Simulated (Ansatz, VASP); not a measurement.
One calculation of ZnS, two programs

File POSCAR:

```
ZnS
1.0
    0.0000000000      2.7067108583      2.7067108583
    2.7067108583      0.0000000000      2.7067108583
    2.7067108583      2.7067108583      0.0000000000
Zn S
1 1
Direct
    0.0000000000      0.0000000000      0.0000000000
    0.2500000000      0.2500000000      0.2500000000
```

File INCAR.step1:

```
SYSTEM = ZnS
  ALGO = Normal
  EDIFF = 1E-5
  ENCUT = 520
  GGA = PE
  ISIF = 2
  ISMEAR = -1
  LASPH = .TRUE.
  LREAL = .FALSE.
  LWAVE = .TRUE.
  NBANDS = 16
  NELM = 100
  PREC = Accurate
  SIGMA = 0.05
```

The input INCAR.step2:

```
SYSTEM = ZnS
  ALGO = Normal
  EDIFF = 1E-7
  ENCUT = 520
  GGA = PE
  HFSCREEN = 0.2079
  ISIF = 2
  ISMEAR = -1
  ISTART = 1
  LASPH = .TRUE.
  LCHARG = .TRUE.
  LELF = .TRUE.
  LHFCALC = .TRUE.
  LREAL = .FALSE.
  LVHAR = .TRUE.
  LWAVE = .FALSE.
  NBANDS = 16
  NELM = 100
  PREC = Accurate
  PRECFOCK = Normal
  SIGMA = 0.05
```

The input KPOINTS:

```
k-points
0
G
  4 4 4
  0 0 0
```

Input for Ansatz:

```yaml
crystal:
  lattice:
    - [0.0, 2.706710858334, 2.706710858334]
    - [2.706710858334, 0.0, 2.706710858334]
    - [2.706710858334, 2.706710858334, 0.0]
  atoms:
    - { symbol: Zn, position: [0.0, 0.0, 0.0] }
    - { symbol: S, position: [0.25, 0.25, 0.25] }
kpoints:
  mp_grid: { grid: [4, 4, 4] }
hamiltonian:
  xc: hse06
  pseudopotentials:
    kind: paw
    azcp:
      S: "pseudopotentials/pbe/paw/ansatz_paw_generated_hard_1/S.paw.azcp"
      Zn: "pseudopotentials/pbe/paw/ansatz_paw_generated_hard_1/Zn.paw.azcp"
scf:
  occupations: { method: fermi_dirac, width: 0.05 }
  convergence: { dr2_threshold: "1e-10 eV" }
  exx: { energy_threshold: "2e-8 eV", singularity: regularized }
output:
  forces: true
  stress: true
  eigenvalues: true
```

Alike in both runs: task single point; functional HSE06; k mesh 4 × 4 × 4; occupations fermi-dirac, width 0.05 eV; no spin polarisation.

```csv
,VASP,Ansatz
version,VASP 6.6.1,Ansatz 0.2.0 development build
potentials or method,"VASP PAW PBE potentials, release 64 (Zn, S)","plane waves, PAW datasets (generated hard set"
plane-wave cutoff (eV),520,700
valence electrons in the cell,18,26
```

|  | VASP | Ansatz | Ansatz less VASP |
| --- | --- | --- | --- |
| gap on the k mesh at the Fermi level (eV) | 3.32 | 3.33 | +0.016 |

VASP's potentials hold 18 valence electrons a cell and Ansatz's 26, so a difference there can come from the potentials and not from the codes.

The k mesh is coarse, so the values compare programs but aren't converged.
